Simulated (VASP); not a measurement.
ZrB2, 3 atoms in the cell. The structure is hexagonal, space group P6/mmm (No. 191). The conventional cell has a = 3.177 Å, b = 3.177 Å, c = 3.531 Å, α = 90.00°, β = 90.00°, γ = 120.00°. Zr (site symmetry 6/mmm) has 12 B at 2.55 Å and 8 Zr at 3.18 to 3.53 Å within 3.6 Å. B (site symmetry -6m2) has 3 B at 1.83 Å within 2.4 Å. 

- Program: VASP 6.6.1
- Task: relaxation of cell and atoms
- Functional: PBE
- Potentials or basis: VASP PAW PBE potentials, release 64 (Zr_sv, B)
- Cutoff: 600 eV
- k mesh: 18 × 18 × 14
- Occupations: gaussian, width 0.1 eV
- Spin: no spin polarisation
- Dipole correction: no
- Further INCAR settings: ALGO = Normal; EDIFF = 1e-06; IBRION = 2; EDIFFG = -0.01; NSW = 100; ISIF = 3

Potentials or basis: VASP PAW PBE potentials, release 64 (Zr_sv, B).

Command:

```console
$ cat potpaw_PBE.64/Zr_sv/POTCAR potpaw_PBE.64/B/POTCAR > POTCAR
$ mpirun -np 1 vasp_std > vasp.out
```

Hardware: 1 thread of Intel(R) Xeon(R) 6975P-C (Granite Rapids), on a shared host.

Q: How long does it take, and how much memory?

A: It took 69 s on 1 thread of Intel(R) Xeon(R) 6975P-C (Granite Rapids), with other jobs on the host, peak memory 0.29 GiB. Counts: scf iterations 17, k points 296, ion steps 2.
